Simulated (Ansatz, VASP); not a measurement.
## LiZn2P2 in VASP and in Ansatz

```
Zn P Li
1.0
     1.92976    3.34244    0.00000
    -1.92976    3.34244    0.00000
     0.00000    0.00000    6.45070
Zn P Li
2 2 1
Direct
  0.33330 0.33340 0.63400
  0.66670 0.66660 0.36600
  0.33330 0.33340 0.25890
  0.66670 0.66660 0.74110
  0.00000 0.00000 0.00000
```

Alike in both runs: task single point; functional r2SCAN; k mesh 10 × 10 × 5; occupations fermi-dirac, width 0.0816 eV; no spin polarisation.

|  | VASP | Ansatz |
| --- | --- | --- |
| version | VASP 6.6.1 | Ansatz 0.2.0 |
| potentials or method | VASP PAW PBE potentials, release 64 (Zn, P, Li_sv), cutoff 520 eV | PAW plane waves |
| valence electrons in the cell | 37 | 37 |

VASP gave:

```
rms of the force components (eV/Å) : 0.263
```

Q: What did Ansatz give for the same quantities?

A: rms of the force components (eV/Å): 0.257.

VASP's potentials were made for PBE, not for r2SCAN. Atom by atom the forces differ by 0.006 eV/Å (rms over components). The functional is the same, so the differences come from potentials, cutoffs and numerics. Ansatz's warnings: structure snapped to symmetry.

Noted on VASP's run: the cutoff is under 1.25 times that of the potentials, so the pressure is a little rough.
